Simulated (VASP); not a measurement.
A run of VASP 6.6.1:

File INCAR:

```
SYSTEM = BP
PREC = Accurate ; ENCUT = 420
EDIFF = 1E-6 ; ISMEAR = 0
SIGMA = 0.03 ; LREAL = .False.
LASPH = .True. ; NELM = 120
ALGO = Normal ; ISIF = 2
LWAVE = .False. ; LCHARG = .False.
LDIPOL = .True. ; IDIPOL = 3
DIPOL = 0.5 0.5 0.500 ; GGA = PE
IVDW = 13 ; NBANDS = 11
GGA_COMPAT = .False. ; NELMDL = -8
```

The input KPOINTS:

```
regular mesh
0
Gamma
  12 12 1
  0 0 0
```

Contents of POSCAR:

```
BP
1.0
    3.2000000000      0.0000000000      0.0000000000
   -1.6000000000      2.7712812921      0.0000000000
    0.0000000000      0.0000000000     14.0000000000
B P
1 1
Direct
    0.3333330000      0.6666670000      0.5000000000
    0.6666670000      0.3333330000      0.5000000000
```

Potentials or basis: VASP PAW PBE potentials, release 64 (B, P).

Run with:

```bash
$ cat potpaw_PBE.64/B/POTCAR potpaw_PBE.64/P/POTCAR > POTCAR
$ mpirun -np 1 vasp_std > vasp.out
```

Hardware: 1 thread of Intel Xeon 8259CL, with other jobs on the host.

**Question.** Estimate the wall time of this run.

**Answer.** Wall time 35 s on 1 thread of Intel Xeon 8259CL (shared host), peak memory 0.22 GiB. Counts: scf iterations 23, k points 19.
